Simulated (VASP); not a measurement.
# ScBSbP3 (Pmmm) in VASP: single point with PBE

Aim: the single point of ScBSbP3 with PBE.

Everything below comes from runs of VASP 6.6.1. Logs are shortened: lines on timing, memory, paths and dates and some standing lists are left out, and cuts for length are marked.

## Step 1: The cell of the first run

The structure is orthorhombic, space group Pmmm (No. 47). Conventional cell: a = 4.207 Å, b = 4.840 Å, c = 7.857 Å, α = 90.00°, β = 90.00°, γ = 90.00°. Sc (site symmetry mmm) has 2 P at 2.42 Å within 3.2 Å. Within 2.8 Å of B (site symmetry mmm) lie 2 Sb at 2.10 Å. Sb (site symmetry mmm) has 2 B at 2.10 Å and 2 P at 2.74 Å within 2.8 Å. Within 3.1 Å of P (site symmetry mm2) lie 3 P at 2.37 to 2.41 Å and 1 Sb at 2.74 Å. Within 3.2 Å of P (site symmetry mmm) lie 4 P at 2.41 Å and 2 Sc at 2.42 Å.

The cell was generated, and may not be a known phase.

## Step 2: Single point, PBE

INCAR reads:

```
PREC = Accurate ; ENCUT = 560
EDIFF = 1E-6 ; ISMEAR = 0
SIGMA = 0.1 ; LREAL = False
LASPH = True ; NELM = 120
ALGO = Normal ; ISIF = 2
LWAVE = False ; LCHARG = False
GGA = PE ; NBANDS = 31
GGA_COMPAT = False
```

KPOINTS reads:

```
Automatic mesh
0
Gamma
  4 4 2
```

POSCAR reads:

```
ScBSbP3
1.0
    4.2065481450      0.0000000000      0.0000000000
    0.0000000000      4.8398410861      0.0000000000
    0.0000000000      0.0000000000      7.8572388442
Sc B Sb P
1 1 1 3
Direct
    0.0000000000      0.5000000000      0.5000000000
    0.0000000000      0.0000000000      0.0000000000
    0.5000000000      0.0000000000      0.0000000000
    0.5000000000      0.0000000000      0.3491970007
    0.5000000000      0.0000000000      0.6508029993
    0.0000000000      0.0000000000      0.5000000000
```

Potentials or basis: VASP PAW PBE potentials, release 64 (Sc_sv, B, Sb_d_GW, P).

Started as:

```console
$ cat potpaw_PBE.64/Sc_sv/POTCAR potpaw_PBE.64/B/POTCAR potpaw_PBE.64/Sb_d_GW/POTCAR potpaw_PBE.64/P/POTCAR > POTCAR
$ mpirun -np 1 vasp_std > vasp.out
```

OUTCAR:

```text
PREC = Accurate
   ENCUT = 560
   EDIFF = 1E-6
   ISMEAR = 0
   LREAL = False
   LASPH = True
   NELM = 120
   ISIF = 2
   GGA = PE

 ion  position               nearest neighbor table
   1  0.000  0.500  0.500-   6 2.42   6 2.42
   2  0.000  0.000  0.000-   3 2.10   3 2.10
   3  0.500  0.000  0.000-   2 2.10   2 2.10   5 2.74   4 2.74
   4  0.500  0.000  0.349-   5 2.37   6 2.41   6 2.41   3 2.74
   5  0.500  0.000  0.651-   4 2.37   6 2.41   6 2.41   3 2.74
   6  0.000  0.000  0.500-   4 2.41   5 2.41   4 2.41   5 2.41   1 2.42   1 2.42

  LATTYP: Found a simple orthorhombic cell.
 ALAT       =     4.2065481450
 B/A-ratio  =     1.1505493148
 C/A-ratio  =     1.8678590078

  Lattice vectors:

 A1 = (   4.2065481450,   0.0000000000,   0.0000000000)
 A2 = (   0.0000000000,   4.8398410861,   0.0000000000)
 A3 = (   0.0000000000,   0.0000000000,   7.8572388442)

Analysis of symmetry for initial positions (statically):
=====================================================================
 Subroutine PRICEL returns:
 Original cell was already a primitive cell.

 Routine SETGRP: Setting up the symmetry group for a
 simple orthorhombic supercell.

 Subroutine GETGRP returns: Found  8 space group operations
 (whereof  8 operations were pure point group operations)
 out of a pool of  8 trial point group operations.

The static configuration has the point symmetry D_2h.

Analysis of symmetry for dynamics (positions and initial velocities):
=====================================================================
 Subroutine PRICEL returns:
 Original cell was already a primitive cell.

 Routine SETGRP: Setting up the symmetry group for a
 simple orthorhombic supercell.

 Subroutine GETGRP returns: Found  8 space group operations
 (whereof  8 operations were pure point group operations)
 out of a pool of  8 trial point group operations.

The dynamic configuration has the point symmetry D_2h.

 Subroutine INISYM returns: Found  8 space group operations
 (whereof  8 operations are pure point group operations),
 and found     1 'primitive' translations

----------------------------------------------------------------------------------------

                                     Primitive cell

  volume of cell :     159.9657

  direct lattice vectors                    reciprocal lattice vectors
     4.206548145  0.000000000  0.000000000     0.237724606  0.000000000  0.000000000
     0.000000000  4.839841086  0.000000000     0.000000000  0.206618354  0.000000000
     0.000000000  0.000000000  7.857238844     0.000000000  0.000000000  0.127271172

  length of vectors
     4.206548145  4.839841086  7.857238844     0.237724606  0.206618354  0.127271172

  position of ions in fractional coordinates (direct lattice)
     0.000000000  0.500000000  0.500000000
     0.000000000  0.000000000  0.000000000
     0.500000000  0.000000000  0.000000000
     0.500000000  0.000000000  0.349197001
     0.500000000  0.000000000  0.650802999
     0.000000000  0.000000000  0.500000000

  ion indices of the primitive-cell ions
   primitive index   ion index
                 1           1
                 2           2
                 3           3
                 4           4
                 5           5
                 6           6

----------------------------------------------------------------------------------------

 KPOINTS: Automatic mesh

Automatic generation of k-mesh.
 Grid dimensions read from file:
 generate k-points for:    4    4    2

 Generating k-lattice:

  Cartesian coordinates                     Fractional coordinates (reciprocal lattice)
     0.059431151  0.000000000  0.000000000     0.250000000  0.000000000  0.000000000
     0.000000000  0.051654589  0.000000000     0.000000000  0.250000000  0.000000000
     0.000000000  0.000000000  0.063635586     0.000000000  0.000000000  0.500000000

  Length of vectors
     0.059431151  0.051654589  0.063635586

  Shift w.r.t. Gamma in fractional coordinates (k-lattice)
     0.000000000  0.000000000  0.000000000

 Subroutine IBZKPT returns following result:
 ===========================================

 Found     18 irreducible k-points:

 Following reciprocal coordinates:
            Coordinates               Weight
  0.000000  0.000000  0.000000      1.000000
  0.250000  0.000000  0.000000      2.000000
  0.500000  0.000000  0.000000      1.000000
  0.000000  0.250000  0.000000      2.000000
  0.250000  0.250000  0.000000      4.000000
  0.500000  0.250000  0.000000      2.000000
[... 10 lines left out ...]
  0.250000  0.500000  0.500000      2.000000
  0.500000  0.500000  0.500000      1.000000
   k-points           NKPTS =     18   k-points in BZ     NKDIM =     18   number of bands    NBANDS=     31
   number of dos      NEDOS =    301   number of ions     NIONS =      6
   total plane-waves  NPLWV =  81920
   dimension x,y,z NGX =    32 NGY =   40 NGZ =   64
   dimension x,y,z NGXF=    64 NGYF=   80 NGZF=  128
   ions per type =               1   1   1   3
   NGX,Y,Z   is equivalent  to a cutoff of  12.65, 13.74, 13.54 a.u.
   NGXF,Y,Z  is equivalent  to a cutoff of  25.29, 27.48, 27.08 a.u.
 SYSTEM =  unknown system
   PREC   = accura    normal or accurate (medium, high low for compatibility)
   ISTART =      0    job   : 0-new  1-cont  2-samecut
   ICHARG =      2    charge: 1-file 2-atom 10-const
   ISPIN  =      1    spin polarized calculation?
   LNONCOLLINEAR =      F non collinear calculations
   LSORBIT =      F    spin-orbit coupling
   LASPH  =      T    aspherical Exc in radial PAW
   ENCUT  =  560.0 eV  41.16 Ry    6.42 a.u.   8.12  9.34 15.16*2*pi/ulx,y,z
   NELM   =    120;   NELMIN=  2; NELMDL= -5     # of ELM steps
   EDIFF  = 0.1E-05   stopping-criterion for ELM
   LREAL  =      F    real-space projection
   EDIFFG = 0.1E-04   stopping-criterion for IOM
   NSW    =      0    number of steps for IOM
   IBRION =     -1    ionic relax: 0-MD 1-quasi-New 2-CG
   NFREE  =      0    steps in history (QN), initial steepest desc. (CG)
   ISIF   =      2    stress and relaxation
   ISYM   =      2    0-nonsym 1-usesym 2-fastsym
   POTIM  = 0.5000    time-step for ionic-motion
   TEBEG  =    0.0;   TEEND  =   0.0 temperature during run
   PSTRESS=    0.0 pullay stress
   NELECT =      44.0000    total number of electrons
   NUPDOWN=      -1.0000    fix difference up-down
   EMIN   =  10.00;   EMAX   =-10.00  energy-range for DOS
   EFERMI =   0.00;   METHOD = LEGACY
   ISMEAR =     0;   SIGMA  =   0.10  broadening in eV -4-tet -1-fermi 0-gaus
   EFERMI_NEDOS =   21; number of points for ismear=-14 and -15
   IALGO  =     38    algorithm
   IMIX   =      4    mixing-type and parameters
     AMIX     =   0.40;   BMIX     =  1.00
     AMIX_MAG =   1.60;   BMIX_MAG =  1.00
  volume/ion in A,a.u.               =      26.66       179.92
  Fermi-wavevector in a.u.,A,eV,Ry     =   1.064674  2.011943 15.422629  1.133531
  Thomas-Fermi vector in A             =   2.200201
   LORBIT       =      0    0 simple, 1 ext, 2 COOP (PROOUT), +10 PAW based schemes
   GGA     = PE    functional components
   LHFCALC =     F    Hartree Fock is set to
   AEXX    =    0.0000 exact exchange contribution
   IVDW    =     0    specifies the selected vdW correction
   LEPSILON=     F    determine dielectric tensor
   LRPA    =     F    only Hartree local field effects (RPA)
 non-spin polarized calculation
 Gauss-broadening in eV      SIGMA  =   0.10
  energy-cutoff  :      560.00
  volume of cell :      159.97
 maximum number of plane-waves:      4844
   NGX = 17   NGY = 19   NGZ = 31

 number of electron      43.9999992 magnetization

 Free energy of the ion-electron system (eV)
  ---------------------------------------------------
  ext. energy  EPLUGINS =         0.00000000
  ---------------------------------------------------
  free energy    TOTEN  =       -28.57622823 eV

  energy without entropy =      -28.55842343  energy(sigma->0) =      -28.56732583

 E-fermi :   3.0728     XC(G=0):  -8.4013

 val. band max:        3.0497590533   @ k =   0.5000   0.2500   0.0000
 cond. band min:       3.1204338564   @ k =   0.5000   0.2500   0.5000
 fundamental gap:      0.0706748031
 Fermi energy:         3.0728284057

 k-point     1 :       0.0000    0.0000    0.0000
  band No.  band energies     occupation
      1     -47.4931      2.00000
      2     -26.2686      2.00000
      3     -26.2336      2.00000
      4     -26.1857      2.00000
      5     -26.1291      2.00000
      6     -26.1013      2.00000
[... 23 lines left out ...]
     30       5.6554      0.00000
     31       6.4618      0.00000

 k-point     2 :       0.2500    0.0000    0.0000
  band No.  band energies     occupation
      1     -47.4928      2.00000
      2     -26.2681      2.00000
      3     -26.2344      2.00000
      4     -26.1919      2.00000
      5     -26.1308      2.00000
      6     -26.1013      2.00000
[... 23 lines left out ...]
     30       5.6595      0.00000
     31       5.9146      0.00000

 k-point     3 :       0.5000    0.0000    0.0000
  band No.  band energies     occupation
      1     -47.4926      2.00000
      2     -26.2675      2.00000
      3     -26.2351      2.00000
      4     -26.1981      2.00000
      5     -26.1325      2.00000
      6     -26.1012      2.00000
[... 23 lines left out ...]
     30       6.1728      0.00000
     31       6.1770      0.00000

 k-point     4 :       0.0000    0.2500    0.0000
  band No.  band energies     occupation
      1     -47.4929      2.00000
      2     -26.2684      2.00000
      3     -26.2336      2.00000
      4     -26.1855      2.00000
      5     -26.1291      2.00000
      6     -26.1014      2.00000
[... 431 lines left out ...]
     30       6.7959      0.00000
     31       6.8506      0.00000

 k-point    17 :       0.2500    0.5000    0.5000
  band No.  band energies     occupation
      1     -47.4925      2.00000
      2     -26.2677      2.00000
      3     -26.2343      2.00000
      4     -26.1914      2.00000
      5     -26.1308      2.00000
      6     -26.1014      2.00000
[... 23 lines left out ...]
     30       5.9502      0.00000
     31       6.3923      0.00000

 k-point    18 :       0.5000    0.5000    0.5000
  band No.  band energies     occupation
      1     -47.4923      2.00000
      2     -26.2672      2.00000
      3     -26.2351      2.00000
      4     -26.1974      2.00000
      5     -26.1325      2.00000
      6     -26.1013      2.00000
[... 23 lines left out ...]
     30       5.7476      0.00000
     31       6.5136      0.00000

------------------------ aborting loop because EDIFF is reached ----------------------------------------

  FORCE on cell =-STRESS in cart. coord.  units (eV):
  Direction    XX          YY          ZZ          XY          YZ          ZX
  --------------------------------------------------------------------------------------
  -------------------------------------------------------------------------------------
  Total       -0.1386712      0.1679914     -0.2436302      0.0000000      0.0000000      0.0000000
  in kB       -1.3888969      1.6825606     -2.4401406      0.0000000      0.0000000      0.0000000
  external PRESSURE =      -0.7154923 kB  Pullay stress =       0.0000000 kB

 VOLUME and BASIS-vectors are now :
 -----------------------------------------------------------------------------
  energy-cutoff  :      560.00
  volume of cell :      159.97
      direct lattice vectors                 reciprocal lattice vectors
     4.206548145  0.000000000  0.000000000     0.237724606  0.000000000  0.000000000
     0.000000000  4.839841086  0.000000000     0.000000000  0.206618354  0.000000000
     0.000000000  0.000000000  7.857238844     0.000000000  0.000000000  0.127271172

 POSITION                                       TOTAL-FORCE (eV/Angst)
 -----------------------------------------------------------------------------------
      0.00000      2.41992      3.92862         0.000000     -0.000000      0.000000
      0.00000      0.00000      0.00000         0.000000     -0.000000      0.000000
      2.10327      0.00000      0.00000         0.000000     -0.000000      0.000000
      2.10327      0.00000      2.74372        -0.000000      0.000000      0.033676
      2.10327      0.00000      5.11351         0.000000      0.000000     -0.033676
      0.00000      0.00000      3.92862         0.000000     -0.000000      0.000000
 -----------------------------------------------------------------------------------
    total drift:                                0.000000     -0.000000     -0.000000

  FREE ENERGIE OF THE ION-ELECTRON SYSTEM (eV)
  ---------------------------------------------------
  free  energy   TOTEN  =       -28.5762282299 eV

  energy  without entropy=      -28.5584234262  energy(sigma->0) =      -28.56732583
```

Run time: 2.7 min. Hardware: 1 thread of Intel Xeon Platinum 8259CL at 2.50GHz (Skylake/Cascade Lake), shared host; peak memory 0.36 GiB.

What came out:

| Quantity | Value |
| --- | --- |
| Free energy | -28.5762 eV |
| Pressure | -0.1 GPa |
| Largest force | 0.034 eV/Å |
| Band gap on the k mesh | zero (bands 22 and 23 overlap by 1.52 eV) |

Forces on the atoms (eV/Å):
```
Sc   0.000  0.000  0.000
B    0.000  0.000  0.000
Sb   0.000  0.000  0.000
P    0.000  0.000  0.034
P    0.000  0.000 -0.034
P    0.000  0.000  0.000
```

Levels at points of the mesh, in eV from the Fermi level:
```csv
k point,band 18,band 19,band 20,band 21,band 22,band 23,band 24,band 25,band 26,band 27
"(0.00, 0.00, 0.00)",-2.94,-1.89,-1.25,-1.21,-0.79,-0.37,-0.13,0.46,1.09,1.19
"(0.50, 0.00, 0.00)",-2.16,-1.51,-0.13,-0.10,-0.05,0.29,0.41,0.59,0.94,1.16
"(0.00, 0.50, 0.00)",-3.02,-2.93,-1.57,-1.53,-1.01,-0.72,-0.54,0.97,1.13,1.89
"(0.50, 0.50, 0.00)",-3.03,-1.41,-1.39,-0.89,-0.29,0.26,0.99,1.27,1.40,1.88
"(0.00, 0.00, 0.50)",-2.35,-1.93,-1.05,-0.62,-0.17,0.36,0.43,0.46,0.96,1.06
"(0.50, 0.00, 0.50)",-2.16,-1.21,-0.97,0.21,0.79,0.80,0.81,1.20,1.32,1.92
"(0.00, 0.50, 0.50)",-3.24,-2.08,-1.77,-0.80,-0.69,-0.07,0.50,0.73,1.12,1.87
"(0.50, 0.50, 0.50)",-3.52,-2.12,-0.71,-0.24,-0.09,0.94,0.98,1.82,1.85,2.22
```

Caveat: the k points lie up to 0.40 Å⁻¹ apart, too coarse for converged energies and pressures of a metal; spin-orbit coupling is left out, which moves the levels of the heavy elements.

The gap in the log of VASP goes by the Fermi energy; the results here count the filled bands.